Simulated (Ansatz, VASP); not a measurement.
# Two plane-wave programs on AlPt

Contents of INCAR:

```
PREC = Accurate ; ENCUT = 520
EDIFF = 1E-6 ; ISMEAR = 0
SIGMA = 0.15 ; LREAL = F
LASPH = T ; NELM = 80
ALGO = Fast ; ISIF = 2
LWAVE = F ; LCHARG = F
GGA = PS ; NBANDS = 14
```

KPOINTS

```
regular mesh
0
Gamma
  16 16 16
```

File POSCAR:

```
AlPt
1.0
    3.0915460000      0.0000000000      0.0000000000
    0.0000000000      3.0915460000      0.0000000000
    0.0000000000      0.0000000000      3.0915460000
Al Pt
1 1
Direct
    0.0808656899      0.0000000000      0.0000000000
    0.5000000000      0.5000000000      0.5000000000
```

Input for Ansatz:

```yaml
crystal:
  lattice:
    - [3.091546, 0.0, 0.0]
    - [0.0, 3.091546, 0.0]
    - [0.0, 0.0, 3.091546]
  atoms:
    - { symbol: Al, position: [0.0808656899, 0.0, 0.0] }
    - { symbol: Pt, position: [0.5, 0.5, 0.5] }
basis:
  ecutwfc: 420
kpoints:
  mp_grid: { grid: [16, 16, 16] }
hamiltonian:
  xc: pbesol
scf:
  occupations: { method: gaussian, width: 0.15 }
output:
  forces: true
  stress: true
  eigenvalues: true
```

Change from the starting cell: all Al atoms moved -0.250 Å, as atom 1 towards its neighbour atom 1 (Al) at 3.092 Å.

Alike in both runs: task single point; functional PBEsol; k mesh 16 × 16 × 16; occupations gaussian, width 0.15 eV; no spin polarisation.

```csv
,VASP,Ansatz
version,VASP 6.6.1,Ansatz 0.2.0
potentials or method,"VASP PAW PBE potentials, release 64 (Al, Pt), cutoff 520 eV","scalar-relativistic, plane waves, PAW"
valence electrons in the cell,13,21
```

VASP gave:

```
gap on the k mesh at the Fermi level (eV)                     : none
pressure (GPa)                                                : -2.0
traceless stress, the component that is largest in VASP (GPa) : -1.57
rms of the force components (eV/Å)                            : 0.550
```

Task: What did Ansatz give for the same quantities?

Result: gap on the k mesh at the Fermi level (eV): none; pressure (GPa): -1.9; traceless stress, the component that is largest in VASP (GPa): -1.55; rms of the force components (eV/Å): 0.544.

VASP's potentials were made for PBE, not for PBEsol. Atom by atom the forces differ by 0.006 eV/Å (rms over components). A gap of «none» marks a metal or a gap that the smearing closes. The functional is the same, so the differences come from potentials, cutoffs and numerics. VASP's potentials hold 13 valence electrons a cell and Ansatz's 21, so a difference there can come from the potentials and not from the codes.

Spin-orbit coupling is off throughout.
